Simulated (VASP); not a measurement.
# Na (P6_3/mmc) in VASP: a series of runs, part 2 of 3

VASP 6.6.1. The steps go on from the part before.

### 3 Single point, PBE

This run uses another cell than the first one, of 29.01 Å³/atom, 0.780 times its volume.

Contents of INCAR:

```
SYSTEM = Na
PREC = Accurate ; ENCUT = 520
EDIFF = 1E-6 ; ISMEAR = 0
SIGMA = 0.1 ; LREAL = .FALSE.
LASPH = .TRUE. ; NELM = 80
ALGO = Fast ; ISIF = 2
LWAVE = .FALSE. ; LCHARG = .FALSE.
GGA = PE ; NBANDS = 22
```

Contents of KPOINTS:

```
Automatic mesh
0
G
  12 12 4
  0 0 0
```

Contents of POSCAR:

```
Na
1.0
    3.4553477072      0.0000000000      0.0000000000
   -1.7276738536      2.9924188933      0.0000000000
    0.0000000000      0.0000000000     11.2219649289
Na
4
Direct
    0.0000000000      0.0000000000      0.0000000000
    0.3333333333      0.6666666667      0.2500000000
    0.0000000000      0.0000000000      0.5000000000
    0.6666666667      0.3333333333      0.7500000000
```

Potentials or basis: VASP PAW PBE potentials, release 64 (Na_pv).

Launch:

```sh
> cat potpaw_PBE.64/Na_pv/POTCAR > POTCAR
> mpirun -np 1 vasp_std > vasp.out
```

OUTCAR:

```text
SYSTEM = Na
   PREC = Accurate
   ENCUT = 520
   EDIFF = 1E-6
   ISMEAR = 0
   LREAL = .FALSE.
   LASPH = .TRUE.
   NELM = 80
   ISIF = 2
   GGA = PE

 ion  position               nearest neighbor table
   1  0.000  0.000  0.000-
   2  0.333  0.667  0.250-
   3  0.000  0.000  0.500-
   4  0.667  0.333  0.750-

  LATTYP: Found a hexagonal cell.
 ALAT       =     3.4553477072
 C/A-ratio  =     3.2477093132

  Lattice vectors:

 A1 = (   3.4553477072,   0.0000000000,   0.0000000000)
 A2 = (  -1.7276738536,   2.9924188933,   0.0000000000)
 A3 = (   0.0000000000,   0.0000000000,  11.2219649289)

Analysis of symmetry for initial positions (statically):
=====================================================================
 Subroutine PRICEL returns:
 Original cell was already a primitive cell.

 Routine SETGRP: Setting up the symmetry group for a
 hexagonal supercell.

 Subroutine GETGRP returns: Found 24 space group operations
 (whereof 12 operations were pure point group operations)
 out of a pool of 24 trial point group operations.

The static configuration has the point symmetry D_3d.
 The point group associated with its full space group is D_6h.

Analysis of symmetry for dynamics (positions and initial velocities):
=====================================================================
 Subroutine PRICEL returns:
 Original cell was already a primitive cell.

 Routine SETGRP: Setting up the symmetry group for a
 hexagonal supercell.

 Subroutine GETGRP returns: Found 24 space group operations
 (whereof 12 operations were pure point group operations)
 out of a pool of 24 trial point group operations.

The dynamic configuration has the point symmetry D_3d.
 The point group associated with its full space group is D_6h.

 Subroutine INISYM returns: Found 24 space group operations
 (whereof 12 operations are pure point group operations),
 and found     1 'primitive' translations

----------------------------------------------------------------------------------------

                                     Primitive cell

  volume of cell :     116.0334

  direct lattice vectors                    reciprocal lattice vectors
     3.455347707  0.000000000  0.000000000     0.289406475  0.167088906  0.000000000
    -1.727673854  2.992418893  0.000000000     0.000000000  0.334177813  0.000000000
     0.000000000  0.000000000 11.221964929     0.000000000  0.000000000  0.089110954

  length of vectors
     3.455347707  3.455347707 11.221964929     0.334177813  0.334177813  0.089110954

  position of ions in fractional coordinates (direct lattice)
     0.000000000  0.000000000  0.000000000
     0.333333333  0.666666667  0.250000000
     0.000000000  0.000000000  0.500000000
     0.666666667  0.333333333  0.750000000

  ion indices of the primitive-cell ions
   primitive index   ion index
                 1           1
                 2           2
                 3           3
                 4           4

----------------------------------------------------------------------------------------

 KPOINTS: Automatic mesh

Automatic generation of k-mesh.
 Grid dimensions read from file:
 generate k-points for:   12   12    4

 Generating k-lattice:

  Cartesian coordinates                     Fractional coordinates (reciprocal lattice)
     0.024117206  0.013924076  0.000000000     0.083333333  0.000000000  0.000000000
     0.000000000  0.027848151  0.000000000     0.000000000  0.083333333  0.000000000
     0.000000000  0.000000000  0.022277738     0.000000000  0.000000000  0.250000000

  Length of vectors
     0.027848151  0.027848151  0.022277738

  Shift w.r.t. Gamma in fractional coordinates (k-lattice)
     0.000000000  0.000000000  0.000000000

 Subroutine IBZKPT returns following result:
 ===========================================

 Found     57 irreducible k-points:

 Following reciprocal coordinates:
            Coordinates               Weight
  0.000000  0.000000  0.000000      1.000000
  0.083333  0.000000  0.000000      6.000000
  0.166667  0.000000  0.000000      6.000000
  0.250000  0.000000  0.000000      6.000000
  0.333333  0.000000  0.000000      6.000000
  0.416667  0.000000  0.000000      6.000000
[... 16 lines left out ...]
  0.250000  0.000000  0.250000     12.000000
  0.333333  0.000000  0.250000     12.000000
 [... further k-points ...]
   k-points           NKPTS =     57   k-points in BZ     NKDIM =     57   number of bands    NBANDS=     22
   number of dos      NEDOS =    301   number of ions     NIONS =      4
   total plane-waves  NPLWV =  65856
   dimension x,y,z NGX =    28 NGY =   28 NGZ =   84
   dimension x,y,z NGXF=    56 NGYF=   56 NGZF=  168
   ions per type =               4
   NGX,Y,Z   is equivalent  to a cutoff of  13.47, 13.47, 12.44 a.u.
   NGXF,Y,Z  is equivalent  to a cutoff of  26.94, 26.94, 24.89 a.u.
 SYSTEM =  Na
   PREC   = accura    normal or accurate (medium, high low for compatibility)
   ISTART =      0    job   : 0-new  1-cont  2-samecut
   ICHARG =      2    charge: 1-file 2-atom 10-const
   ISPIN  =      1    spin polarized calculation?
   LNONCOLLINEAR =      F non collinear calculations
   LSORBIT =      F    spin-orbit coupling
   LASPH  =      T    aspherical Exc in radial PAW
   ENCUT  =  520.0 eV  38.22 Ry    6.18 a.u.   6.42  6.42 20.87*2*pi/ulx,y,z
   NELM   =     80;   NELMIN=  2; NELMDL= -5     # of ELM steps
   EDIFF  = 0.1E-05   stopping-criterion for ELM
   LREAL  =      F    real-space projection
   EDIFFG = 0.1E-04   stopping-criterion for IOM
   NSW    =      0    number of steps for IOM
   IBRION =     -1    ionic relax: 0-MD 1-quasi-New 2-CG
   NFREE  =      0    steps in history (QN), initial steepest desc. (CG)
   ISIF   =      2    stress and relaxation
   ISYM   =      2    0-nonsym 1-usesym 2-fastsym
   POTIM  = 0.5000    time-step for ionic-motion
   TEBEG  =    0.0;   TEEND  =   0.0 temperature during run
   PSTRESS=    0.0 pullay stress
   NELECT =      28.0000    total number of electrons
   NUPDOWN=      -1.0000    fix difference up-down
   EMIN   =  10.00;   EMAX   =-10.00  energy-range for DOS
   EFERMI =   0.00;   METHOD = LEGACY
   ISMEAR =     0;   SIGMA  =   0.10  broadening in eV -4-tet -1-fermi 0-gaus
   EFERMI_NEDOS =   21; number of points for ismear=-14 and -15
   IALGO  =     68    algorithm
   IMIX   =      4    mixing-type and parameters
     AMIX     =   0.40;   BMIX     =  1.00
     AMIX_MAG =   1.60;   BMIX_MAG =  1.00
  volume/ion in A,a.u.               =      29.01       195.76
  Fermi-wavevector in a.u.,A,eV,Ry     =   1.019217  1.926040 14.133766  1.038802
  Thomas-Fermi vector in A             =   2.152718
   LORBIT       =      0    0 simple, 1 ext, 2 COOP (PROOUT), +10 PAW based schemes
   GGA     = PE    functional components
   LHFCALC =     F    Hartree Fock is set to
   AEXX    =    0.0000 exact exchange contribution
   IVDW    =     0    specifies the selected vdW correction
   LEPSILON=     F    determine dielectric tensor
   LRPA    =     F    only Hartree local field effects (RPA)
 non-spin polarized calculation
 RMM-DIIS sequential band-by-band and
 Gauss-broadening in eV      SIGMA  =   0.10
  energy-cutoff  :      520.00
  volume of cell :      116.03
 maximum number of plane-waves:      3154
 NGX is ok and might be reduce to    28
   NGX = 13   NGY = 13   NGZ = 41

 number of electron      27.9999987 magnetization

 Free energy of the ion-electron system (eV)
  ---------------------------------------------------
  ext. energy  EPLUGINS =         0.00000000
  ---------------------------------------------------
  free energy    TOTEN  =        -5.01118054 eV

  energy without entropy =       -5.00536146  energy(sigma->0) =       -5.00827100

 E-fermi :   1.1337     XC(G=0):  -7.1791

 val. band max:        1.1180315287   @ k =   0.2500   0.2500   0.2500
 cond. band min:       1.2004542741   @ k =   0.4167   0.0833   0.5000
 fundamental gap:      0.0824227454
 Fermi energy:         1.1336668091

 k-point     1 :       0.0000    0.0000    0.0000
  band No.  band energies     occupation
      1     -23.6986      2.00000
      2     -23.6573      2.00000
      3     -23.6571      2.00000
      4     -23.6262      2.00000
      5     -23.6262      2.00000
      6     -23.6207      2.00000
[... 14 lines left out ...]
     21      12.5505      0.00000
     22      12.9055      0.00000
[... 552 lines left out ...]
  band No.  band energies     occupation
      1     -23.6835      2.00000
      2     -23.6780      2.00000
      3     -23.6766      2.00000
      4     -23.6666      2.00000
      5     -23.6605      2.00000
      6     -23.6444      2.00000
[... 14 lines left out ...]
     21       7.6683      0.00000
     22       7.8494      0.00000

 [... further k-points ...]
[... 5 lines left out ...]
  --------------------------------------------------------------------------------------
  -------------------------------------------------------------------------------------
  Total        2.1443139      2.1443139      2.1539152      0.0000000     -0.0000000     -0.0000000
  in kB       29.6084654     29.6084654     29.7410390      0.0000000     -0.0000000     -0.0000000
  external PRESSURE =      29.6526566 kB  Pullay stress =       0.0000000 kB

 VOLUME and BASIS-vectors are now :
 -----------------------------------------------------------------------------
  energy-cutoff  :      520.00
  volume of cell :      116.03
      direct lattice vectors                 reciprocal lattice vectors
     3.455347707  0.000000000  0.000000000     0.289406475  0.167088906  0.000000000
    -1.727673854  2.992418893  0.000000000     0.000000000  0.334177813  0.000000000
     0.000000000  0.000000000 11.221964929     0.000000000  0.000000000  0.089110954

 POSITION                                       TOTAL-FORCE (eV/Angst)
 -----------------------------------------------------------------------------------
      0.00000      0.00000      0.00000        -0.000000     -0.000000     -0.000000
     -0.00000      1.99495      2.80549         0.000000     -0.000000     -0.000000
      0.00000      0.00000      5.61098        -0.000000     -0.000000     -0.000000
      1.72767      0.99747      8.41647        -0.000000      0.000000      0.000000
 -----------------------------------------------------------------------------------
    total drift:                                0.000000     -0.000000      0.000000

  FREE ENERGIE OF THE ION-ELECTRON SYSTEM (eV)
  ---------------------------------------------------
  free  energy   TOTEN  =        -5.0111805357 eV

  energy  without entropy=       -5.0053614639  energy(sigma->0) =       -5.00827100
```

OSZICAR:

```text
N       E                     dE             d eps       ncg     rms          rms(c)
DAV:   1     0.249851212435E+03    0.24985E+03   -0.15144E+04  2556   0.133E+03
DAV:   2     0.801023897708E+01   -0.24184E+03   -0.23763E+03  2508   0.379E+02
DAV:   3    -0.479453672917E+01   -0.12805E+02   -0.12723E+02  3062   0.109E+02
DAV:   4    -0.501398773933E+01   -0.21945E+00   -0.21938E+00  2796   0.146E+01
DAV:   5    -0.501906406764E+01   -0.50763E-02   -0.50763E-02  2970   0.234E+00    0.479E-01
RMM:   6    -0.501449556361E+01    0.45685E-02   -0.25460E-03  3073   0.527E-01    0.313E-01
RMM:   7    -0.501108481267E+01    0.34108E-02   -0.39180E-03  3072   0.593E-01    0.367E-02
RMM:   8    -0.501114600650E+01   -0.61194E-04   -0.10788E-03  3166   0.546E-01    0.107E-02
RMM:   9    -0.501117025009E+01   -0.24244E-04   -0.32090E-04  3289   0.198E-01    0.686E-03
RMM:  10    -0.501117696794E+01   -0.67178E-05   -0.95405E-05  3173   0.152E-01    0.524E-03
RMM:  11    -0.501117848336E+01   -0.15154E-05   -0.38798E-05  3291   0.706E-02    0.166E-03
RMM:  12    -0.501118027901E+01   -0.17957E-05   -0.18413E-05  2695   0.530E-02    0.757E-04
RMM:  13    -0.501118053569E+01   -0.25668E-06   -0.17277E-06  1649   0.120E-02
   1 F= -.50111805E+01 E0= -.50082710E+01  d E =-.581907E-02
```

stdout:

```text
POSCAR found type information on POSCAR Na
 POSCAR found :  1 types and       4 ions
 scaLAPACK will be used
 LDA part: xc-table for (Slater+PW92), standard interpolation
 POSCAR, INCAR and KPOINTS ok, starting setup
 FFT: planning ... GRIDC
 FFT: planning ... GRID_SOFT
 FFT: planning ... GRID
 WAVECAR not read
 entering main loop
```

It took 1.8 min on 1 thread of Intel Xeon Platinum 8488C (Sapphire Rapids), shared host; peak memory 0.28 GiB.

Results:

```
Free energy            : -5.0112 eV
Pressure               : 3.0 GPa
Band gap on the k mesh : zero (band 14 reaches 2.77 eV, above the bottom of band 15 at -1.46 eV)
```

### 4 Single point, PBE

This run uses another cell than the first one, of 12.87 Å³/atom, 0.346 times its volume.

Contents of INCAR:

```
SYSTEM = Na
  ALGO = Fast
  EDIFF = 1E-6
  ENCUT = 520
  GGA = PE
  ISIF = 2
  ISMEAR = 0
  LASPH = .True.
  LCHARG = .False.
  LREAL = .False.
  LWAVE = .False.
  NBANDS = 22
  NELM = 80
  PREC = Accurate
  SIGMA = 0.1
```

Contents of KPOINTS:

```
k-points
0
Gamma
  18 18 6
  0 0 0
```

Contents of POSCAR:

```
Na
1.0
    2.6290678250      0.0000000000      0.0000000000
   -1.3145339125      2.2768395247      0.0000000000
    0.0000000000      0.0000000000      8.6028520225
Na
4
Direct
    0.0000000000      0.0000000000      0.0000000000
    0.3333333333      0.6666666667      0.2500000000
    0.0000000000      0.0000000000      0.5000000000
    0.6666666667      0.3333333333      0.7500000000
```

Potentials or basis: VASP PAW PBE potentials, release 64 (Na_pv).

Launch:

```sh
> cat potpaw_PBE.64/Na_pv/POTCAR > POTCAR
> mpirun -np 1 vasp_std > vasp.out
```

OUTCAR:

```text
SYSTEM = Na
   EDIFF = 1E-6
   ENCUT = 520
   GGA = PE
   ISIF = 2
   ISMEAR = 0
   LASPH = .True.
   LREAL = .False.
   NELM = 80
   PREC = Accurate

 ion  position               nearest neighbor table
   1  0.000  0.000  0.000-   2 2.63   4 2.63   2 2.63   4 2.63   4 2.63   2 2.63
   2  0.333  0.667  0.250-   1 2.63   3 2.63   1 2.63   3 2.63   1 2.63   3 2.63
   3  0.000  0.000  0.500-   2 2.63   4 2.63   2 2.63   4 2.63   4 2.63   2 2.63
   4  0.667  0.333  0.750-   1 2.63   3 2.63   1 2.63   3 2.63   1 2.63   3 2.63

  LATTYP: Found a hexagonal cell.
[... 796 lines left out ...]
     22      14.5477      0.00000

 [... further k-points ...]
[... 5 lines left out ...]
  --------------------------------------------------------------------------------------
  -------------------------------------------------------------------------------------
  Total       19.3966578     19.3966578     19.3989513      0.0000000      0.0000000      0.0000000
  in kB      603.4771379    603.4771379    603.5484931      0.0000000      0.0000000      0.0000000
  external PRESSURE =     603.5009230 kB  Pullay stress =       0.0000000 kB

 VOLUME and BASIS-vectors are now :
 -----------------------------------------------------------------------------
  energy-cutoff  :      520.00
  volume of cell :       51.50
      direct lattice vectors                 reciprocal lattice vectors
     2.629067825  0.000000000  0.000000000     0.380362952  0.219602653  0.000000000
    -1.314533912  2.276839525  0.000000000     0.000000000  0.439205306  0.000000000
     0.000000000  0.000000000  8.602852023     0.000000000  0.000000000  0.116240521

 POSITION                                       TOTAL-FORCE (eV/Angst)
 -----------------------------------------------------------------------------------
      0.00000      0.00000      0.00000         0.000000      0.000000      0.000000
     -0.00000      1.51789      2.15071         0.000000     -0.000000     -0.000000
      0.00000      0.00000      4.30143         0.000000      0.000000      0.000000
      1.31453      0.75895      6.45214        -0.000000      0.000000     -0.000000
 -----------------------------------------------------------------------------------
    total drift:                                0.000000     -0.000000      0.000000

  FREE ENERGIE OF THE ION-ELECTRON SYSTEM (eV)
  ---------------------------------------------------
  free  energy   TOTEN  =         2.3459784175 eV

  energy  without entropy=        2.3503747676  energy(sigma->0) =        2.34817659
```

stdout:

```text
POSCAR found type information on POSCAR Na
 POSCAR found :  1 types and       4 ions
 scaLAPACK will be used
 LDA part: xc-table for (Slater+PW92), standard interpolation
 POSCAR, INCAR and KPOINTS ok, starting setup
 FFT: planning ... GRIDC
 FFT: planning ... GRID_SOFT
 FFT: planning ... GRID
 WAVECAR not read
 entering main loop
WARNING in EDDRMM: call to ZHEGV failed, returncode =   6  3     22
WARNING in EDDRMM: call to ZHEGV failed, returncode =   8  4     22
```

It took 1.7 min on 1 thread of Intel Xeon Platinum 8488C (Sapphire Rapids), shared host; peak memory 0.23 GiB.

What came out:

```
Free energy            : 2.3460 eV
Pressure               : 60.4 GPa
Band gap on the k mesh : zero (band 14 reaches 8.31 eV, above the bottom of band 15 at 2.05 eV)
```

Levels at points of the mesh, in eV from the Fermi level:
```tsv
k point	band 10	band 11	band 12	band 13	band 14	band 15	band 16	band 17	band 18	band 19
(0.00, 0.00, 0.00)	-25.59	-25.59	-25.59	-6.43	-4.23	-4.23	0.82	2.01	9.56	9.60
(0.50, 0.00, 0.00)	-25.77	-25.71	-25.68	0.32	0.64	1.78	2.33	2.45	2.60	5.64
(0.00, 0.00, 0.50)	-25.60	-25.60	-25.60	-5.86	-5.86	-1.78	-1.78	5.22	5.22	14.53
(0.50, 0.00, 0.50)	-25.76	-25.71	-25.71	0.63	0.63	1.32	1.32	3.81	3.81	4.72
```

(Continued in part 3 of 3.)
